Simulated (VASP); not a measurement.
Input of a VASP 6.6.1 run:

Contents of INCAR:

```
ALGO     = Normal         # electronic algorithm
EDIFF    = 1E-6           # SCF threshold, eV
ENCUT    = 520            # plane-wave cutoff, eV
GGA      = PE             # functional
ISIF     = 2              # what is computed and relaxed
ISMEAR   = 0              # smearing method
LASPH    = True           # aspherical terms in the spheres
LCHARG   = True           # write CHGCAR
LELF     = True           # ELF
LREAL    = False          # projectors in reciprocal space
LVHAR    = True         
LWAVE    = False          # write WAVECAR
NBANDS   = 30             # bands
NELM     = 60             # most SCF steps
PREC     = Accurate       # precision mode
SIGMA    = 0.1            # smearing width, eV
```

KPOINTS

```
k-points
0
Gamma
  10 10 10
```

POSCAR

```
In3Se
1.0
    4.7904425502      0.0000000000      0.0000000000
    0.0000000000      4.7904425502      0.0000000000
    0.0000000000      0.0000000000      4.7904425502
In Se
3 1
Direct
    0.0000000000      0.5000000000      0.5000000000
    0.5000000000      0.0000000000      0.5000000000
    0.5000000000      0.5000000000      0.0000000000
    0.0000000000      0.0000000000      0.0000000000
```

Potentials or basis: VASP PAW PBE potentials, release 64 (In_d, Se).

The run is started by

```bash
$ cat potpaw_PBE.64/In_d/POTCAR potpaw_PBE.64/Se/POTCAR > POTCAR
$ mpirun -np 1 vasp_std > vasp.out
```

(1) What does it give for the pressure?

(2) Estimate the band gap on the k mesh.

## Answers

(1) -0.1 GPa.

(2) zero (an odd number of electrons rules out a gap without spin polarisation).

Caveat: spin-orbit coupling is left out, which moves the levels of the heavy elements.
